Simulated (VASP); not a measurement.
# PtS2 (P-3m1) in VASP: relaxation of the atoms with PBEsol

Aim: the relaxation of the atoms of PtS2 with PBEsol.

All numbers are computed with VASP 6.6.1; they aren't measurements. Logs are shortened: lines on timing, memory, paths and dates and some standing lists are left out, and cuts for length are marked.

## Step 1: The cell of the first run

Symmetry: P-3m1, No. 164, trigonal system. Conventional cell: a = 3.591 Å, b = 3.591 Å, c = 4.761 Å, α = 90.00°, β = 90.00°, γ = 120.00°. Pt (site symmetry -3m) has 6 S at 2.40 Å within 3.2 Å. Within 3.2 Å of S (site symmetry 3m) lie 3 Pt at 2.40 Å and 6 S at 3.14 to 3.17 Å.

## Step 2: Relaxation of the atoms, PBEsol

File INCAR:

```
SYSTEM = PtS2
PREC = Accurate
ENCUT = 520
EDIFF = 1E-6
ISMEAR = 0
SIGMA = 0.01
LREAL = .FALSE.
LASPH = .TRUE.
NELM = 80
ALGO = Normal
ISIF = 2
LWAVE = .FALSE.
LCHARG = .FALSE.
GGA = PS
IBRION = 2
NSW = 50
EDIFFG = -0.002
```

File KPOINTS:

```
regular mesh
0
G
  10 10 6
  0 0 0
```

File POSCAR:

```
PtS2
1.0
    3.5912446758      0.0000000000      0.0000000000
   -1.7956223379      3.1101091205      0.0000000000
    0.0000000000      0.0000000000      4.7607928364
Pt S
1 2
Direct
    0.0000000000      0.0000000000      0.0000000000
    0.3333333333      0.6666666667      0.2524636773
    0.6666666667      0.3333333333      0.7475363227
```

Potentials or basis: VASP PAW PBE potentials, release 64 (Pt, S).

Command:

```console
> cat potpaw_PBE.64/Pt/POTCAR potpaw_PBE.64/S/POTCAR > POTCAR
> mpirun -np 1 vasp_std > vasp.out
```

OUTCAR:

```text
SYSTEM = PtS2
   PREC = Accurate
   ENCUT = 520
   EDIFF = 1E-6
   ISMEAR = 0
   LREAL = .FALSE.
   LASPH = .TRUE.
   NELM = 80
   ISIF = 2
   GGA = PS
   IBRION = 2
   NSW = 50
   EDIFFG = -0.002

 ion  position               nearest neighbor table
   1  0.000  0.000  0.000-   2 2.40   3 2.40   3 2.40   2 2.40   3 2.40   2 2.40
   2  0.333  0.667  0.252-   1 2.40   1 2.40   1 2.40
   3  0.667  0.333  0.748-   1 2.40   1 2.40   1 2.40

  LATTYP: Found a hexagonal cell.
 ALAT       =     3.5912446758
 C/A-ratio  =     1.3256665213

  Lattice vectors:

 A1 = (   3.5912446758,   0.0000000000,   0.0000000000)
 A2 = (  -1.7956223379,   3.1101091205,   0.0000000000)
 A3 = (   0.0000000000,   0.0000000000,   4.7607928364)

Analysis of symmetry for initial positions (statically):
=====================================================================
 Subroutine PRICEL returns:
 Original cell was already a primitive cell.

 Routine SETGRP: Setting up the symmetry group for a
 hexagonal supercell.

 Subroutine GETGRP returns: Found 12 space group operations
 (whereof 12 operations were pure point group operations)
 out of a pool of 24 trial point group operations.

The static configuration has the point symmetry D_3d.

Analysis of symmetry for dynamics (positions and initial velocities):
=====================================================================
 Subroutine PRICEL returns:
 Original cell was already a primitive cell.

 Routine SETGRP: Setting up the symmetry group for a
 hexagonal supercell.

 Subroutine GETGRP returns: Found 12 space group operations
 (whereof 12 operations were pure point group operations)
 out of a pool of 24 trial point group operations.

The dynamic configuration has the point symmetry D_3d.

 Subroutine INISYM returns: Found 12 space group operations
 (whereof 12 operations are pure point group operations),
 and found     1 'primitive' translations

----------------------------------------------------------------------------------------

                                     Primitive cell

  volume of cell :      53.1741

  direct lattice vectors                    reciprocal lattice vectors
     3.591244676  0.000000000  0.000000000     0.278454990  0.160766063  0.000000000
    -1.795622338  3.110109121  0.000000000     0.000000000  0.321532127  0.000000000
     0.000000000  0.000000000  4.760792836     0.000000000  0.000000000  0.210049047

  length of vectors
     3.591244676  3.591244676  4.760792836     0.321532127  0.321532127  0.210049047

  position of ions in fractional coordinates (direct lattice)
     0.000000000  0.000000000  0.000000000
     0.333333333  0.666666667  0.252463677
     0.666666667  0.333333333  0.747536323

  ion indices of the primitive-cell ions
   primitive index   ion index
                 1           1
                 2           2
                 3           3

----------------------------------------------------------------------------------------

 KPOINTS: regular mesh

Automatic generation of k-mesh.
 Grid dimensions read from file:
 generate k-points for:   10   10    6

 Generating k-lattice:

  Cartesian coordinates                     Fractional coordinates (reciprocal lattice)
     0.027845499  0.016076606  0.000000000     0.100000000  0.000000000  0.000000000
     0.000000000  0.032153213  0.000000000     0.000000000  0.100000000  0.000000000
     0.000000000  0.000000000  0.035008175     0.000000000  0.000000000  0.166666667

  Length of vectors
     0.032153213  0.032153213  0.035008175

  Shift w.r.t. Gamma in fractional coordinates (k-lattice)
     0.000000000  0.000000000  0.000000000

 Subroutine IBZKPT returns following result:
 ===========================================

 Found     72 irreducible k-points:

 Following reciprocal coordinates:
            Coordinates               Weight
  0.000000  0.000000  0.000000      1.000000
  0.100000 -0.000000  0.000000      6.000000
  0.200000 -0.000000  0.000000      6.000000
  0.300000 -0.000000  0.000000      6.000000
  0.400000  0.000000  0.000000      6.000000
  0.500000 -0.000000  0.000000      3.000000
[... 16 lines left out ...]
  0.000000  0.400000  0.166667      6.000000
  0.500000 -0.000000  0.166667      6.000000
 [... further k-points ...]
   k-points           NKPTS =     72   k-points in BZ     NKDIM =     72   number of bands    NBANDS=     15
   number of dos      NEDOS =    301   number of ions     NIONS =      3
   total plane-waves  NPLWV =  28224
   dimension x,y,z NGX =    28 NGY =   28 NGZ =   36
   dimension x,y,z NGXF=    56 NGYF=   56 NGZF=   72
   ions per type =               1   2
   NGX,Y,Z   is equivalent  to a cutoff of  12.96, 12.96, 12.57 a.u.
   NGXF,Y,Z  is equivalent  to a cutoff of  25.92, 25.92, 25.14 a.u.
 SYSTEM =  PtS2
   PREC   = accura    normal or accurate (medium, high low for compatibility)
   ISTART =      0    job   : 0-new  1-cont  2-samecut
   ICHARG =      2    charge: 1-file 2-atom 10-const
   ISPIN  =      1    spin polarized calculation?
   LNONCOLLINEAR =      F non collinear calculations
   LSORBIT =      F    spin-orbit coupling
   LASPH  =      T    aspherical Exc in radial PAW
   ENCUT  =  520.0 eV  38.22 Ry    6.18 a.u.   6.68  6.68  8.85*2*pi/ulx,y,z
   NELM   =     80;   NELMIN=  2; NELMDL= -5     # of ELM steps
   EDIFF  = 0.1E-05   stopping-criterion for ELM
   LREAL  =      F    real-space projection
   EDIFFG = -.2E-02   stopping-criterion for IOM
   NSW    =     50    number of steps for IOM
   IBRION =      2    ionic relax: 0-MD 1-quasi-New 2-CG
   NFREE  =      1    steps in history (QN), initial steepest desc. (CG)
   ISIF   =      2    stress and relaxation
   ISYM   =      2    0-nonsym 1-usesym 2-fastsym
   POTIM  = 0.5000    time-step for ionic-motion
   TEBEG  =    0.0;   TEEND  =   0.0 temperature during run
   PSTRESS=    0.0 pullay stress
   NELECT =      22.0000    total number of electrons
   NUPDOWN=      -1.0000    fix difference up-down
   EMIN   =  10.00;   EMAX   =-10.00  energy-range for DOS
   EFERMI =   0.00;   METHOD = LEGACY
   ISMEAR =     0;   SIGMA  =   0.01  broadening in eV -4-tet -1-fermi 0-gaus
   EFERMI_NEDOS =   21; number of points for ismear=-14 and -15
   IALGO  =     38    algorithm
   IMIX   =      4    mixing-type and parameters
     AMIX     =   0.40;   BMIX     =  1.00
     AMIX_MAG =   1.60;   BMIX_MAG =  1.00
  volume/ion in A,a.u.               =      17.72       119.61
  Fermi-wavevector in a.u.,A,eV,Ry     =   1.219876  2.305232 20.246801  1.488098
  Thomas-Fermi vector in A             =   2.355113
   LORBIT       =      0    0 simple, 1 ext, 2 COOP (PROOUT), +10 PAW based schemes
   GGA     = PS    functional components
   LHFCALC =     F    Hartree Fock is set to
   AEXX    =    0.0000 exact exchange contribution
   IVDW    =     0    specifies the selected vdW correction
   LEPSILON=     F    determine dielectric tensor
   LRPA    =     F    only Hartree local field effects (RPA)
 conjugate gradient relaxation of ions
 non-spin polarized calculation
 Gauss-broadening in eV      SIGMA  =   0.01
  energy-cutoff  :      520.00
  volume of cell :       53.17
 maximum number of plane-waves:      1458
 NGX is ok and might be reduce to    28
   NGX = 13   NGY = 13   NGZ = 17

--------------------------------------- Ionic step        1  -------------------------------------------

 number of electron      22.0000002 magnetization

 Free energy of the ion-electron system (eV)
  ---------------------------------------------------
  ext. energy  EPLUGINS =         0.00000000
  ---------------------------------------------------
  free energy    TOTEN  =       -16.99094829 eV

  energy without entropy =      -16.99094829  energy(sigma->0) =      -16.99094829

------------------------ aborting loop because EDIFF is reached ----------------------------------------

  FORCE on cell =-STRESS in cart. coord.  units (eV):
  Direction    XX          YY          ZZ          XY          YZ          ZX
  --------------------------------------------------------------------------------------
  -------------------------------------------------------------------------------------
  Total       -0.9473575     -0.9473575     -0.5452074      0.0000000      0.0000000      0.0000000
  in kB      -28.5446393    -28.5446393    -16.4275342      0.0000000      0.0000000      0.0000000
  external PRESSURE =     -24.5056043 kB  Pullay stress =       0.0000000 kB
[... 96 lines left out ...]
  energy  without entropy=      -16.9946560457  energy(sigma->0) =      -16.99465605

--------------------------------------- Ionic step        4  -------------------------------------------

 number of electron      22.0000002 magnetization

 Free energy of the ion-electron system (eV)
  ---------------------------------------------------
  ext. energy  EPLUGINS =         0.00000000
  ---------------------------------------------------
  free energy    TOTEN  =       -16.99465859 eV

  energy without entropy =      -16.99465859  energy(sigma->0) =      -16.99465859

 E-fermi :   7.5198     XC(G=0): -11.0562

 val. band max:        7.4057354384   @ k =   0.0000   0.0000   0.0000
 cond. band min:       7.6227777365   @ k =   0.0000   0.3000   0.3333
 fundamental gap:      0.2170422981
 Fermi energy:         7.5198484798

 k-point     1 :       0.0000    0.0000    0.0000
  band No.  band energies     occupation
      1      -8.3602      2.00000
      2      -5.0262      2.00000
      3       0.0037      2.00000
      4       0.3493      2.00000
      5       0.3493      2.00000
      6       3.2502      2.00000
      7       3.2502      2.00000
      8       5.1132      2.00000
      9       5.9131      2.00000
     10       5.9131      2.00000
     11       7.4057      2.00000
     12       8.9009      0.00000
     13       8.9009      0.00000
     14      11.1927      0.00000
     15      12.3784      0.00000
[... 397 lines left out ...]
 k-point    24 :       0.5000   -0.0000    0.1667
  band No.  band energies     occupation
      1      -6.3817      2.00000
      2      -6.0930      2.00000
      3      -0.3297      2.00000
      4       1.1063      2.00000
      5       1.6556      2.00000
      6       2.8586      2.00000
      7       3.6750      2.00000
      8       3.7694      2.00000
      9       3.8920      2.00000
     10       4.0535      2.00000
     11       4.8909      2.00000
     12       8.6705      0.00000
     13       9.4266      0.00000
     14      12.1973      0.00000
     15      13.1243      0.00000

 [... further k-points ...]

------------------------ aborting loop because EDIFF is reached ----------------------------------------

  FORCE on cell =-STRESS in cart. coord.  units (eV):
  Direction    XX          YY          ZZ          XY          YZ          ZX
  --------------------------------------------------------------------------------------
  -------------------------------------------------------------------------------------
  Total       -0.5710402     -0.5710402     -0.0637735      0.0000000      0.0000000      0.0000000
  in kB      -17.2058996    -17.2058996     -1.9215481      0.0000000      0.0000000      0.0000000
  external PRESSURE =     -12.1111157 kB  Pullay stress =       0.0000000 kB
[... 18 lines left out ...]
  FREE ENERGIE OF THE ION-ELECTRON SYSTEM (eV)
  ---------------------------------------------------
  free  energy   TOTEN  =       -16.9946585925 eV

  energy  without entropy=      -16.9946585925  energy(sigma->0) =      -16.99465859

 reached required accuracy - stopping structural energy minimisation
```

It took 2.1 min on 1 thread of Intel Xeon 8259CL, shared host; peak memory 0.21 GiB.

What came out:

| Property | Result |
| --- | --- |
| Free energy | -16.9947 eV |
| Energy gained by relaxing | 1.2 meV/atom |
| Ionic steps | 4 |
| Pressure after relaxing | -1.2 GPa |
| Band gap on the k mesh | 0.22 eV, indirect (least direct gap 0.89 eV) |

Stress tensor (GPa, compression positive):
```
-1.72  0.00  0.00
 0.00 -1.72  0.00
 0.00  0.00 -0.19
```

Step by step:
```
step  energy change (eV)  largest force (eV/Å)  pressure (GPa)
   1              0.0000                0.2125           -2.45
   2             -0.0031                0.0868           -1.73
   3             -0.0037                0.0058           -1.25
   4             -0.0037                0.0002           -1.21
```

Final structure:
```yaml
crystal:
  lattice:
    - [3.59124, 0.00000, 0.00000]
    - [-1.79562, 3.11011, 0.00000]
    - [0.00000, 0.00000, 4.76079]
  atoms:
    - { symbol: Pt, position: [0.00000, 0.00000, 0.00000] }
    - { symbol: S, position: [0.33333, 0.66667, 0.24882] }
    - { symbol: S, position: [0.66667, 0.33333, 0.75118] }
```

Levels at points of the mesh, in eV from the valence-band top:
```tsv
k point	band 8	band 9	band 10	band 11	band 12	band 13	band 14	band 15
(0.00, 0.00, 0.00)	-2.29	-1.49	-1.49	0.00	1.50	1.50	3.79	4.97
(0.50, 0.00, 0.00)	-3.78	-3.52	-3.44	-2.81	0.95	2.37	5.16	6.23
(0.00, 0.00, 0.50)	-3.08	-1.90	-1.90	-1.38	2.37	2.37	5.21	6.74
(0.50, 0.00, 0.50)	-3.52	-3.21	-3.13	-1.49	1.10	1.72	4.92	5.04
```

Caveat: the PAW data sets were made with another functional, which shifts forces and pressure a little; spin-orbit coupling is left out, which moves the levels of the heavy elements.
